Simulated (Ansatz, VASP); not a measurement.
## SnO in VASP and in Ansatz

```xyz
4
Lattice="3.8020 0.0570 0.0570 0.0570 3.8020 0.0570 0.0725 0.0725 4.8360" Properties=species:S:1:pos:R:3 pbc="T T T"
Sn    0.0458    1.9183    1.1819
Sn    1.9562    0.0838    3.7111
O     0.0000    0.0000    0.0000
O     1.9295    1.9295    0.0570
```

Change from the starting cell: equal xy, yz and zx shear strains of +3 %, PAW files.

Alike in both runs: task electric field gradients; functional PBEsol; k mesh 8 × 8 × 6; occupations fermi-dirac, width 0.01 eV; no spin polarisation.

|  | VASP | Ansatz |
| --- | --- | --- |
| version | VASP 6.6.1 | Ansatz 0.2.0 |
| potentials or method | VASP PAW PBE potentials, release 64 (Sn_d, O) | PAW with Ansatz's default frozen-core files, scalar-relativistic |
| plane-wave cutoff (eV) | 520 | 420 |
| valence electrons in the cell | 40 | 40 |

Ansatz gave:

```
pressure (GPa)                                                : 0.2
traceless stress, the component that is largest in VASP (GPa) : -2.43
rms of the force components (eV/Å)                            : 0.120
size of Vzz on the site where it differs most (V/Å²)          : 175.4
```

Q: Estimate VASP's values.

A: Pressure (GPa): 0.4; traceless stress, the component that is largest in VASP (GPa): -2.42; rms of the force components (eV/Å): 0.140; size of Vzz on the site where it differs most (V/Å²): 166.9.

VASP's potentials were made for PBE, not for PBEsol. Atom by atom the forces differ by 0.035 eV/Å (rms over components). With one functional, cell and mesh, what is left measures potentials, basis and numerics.
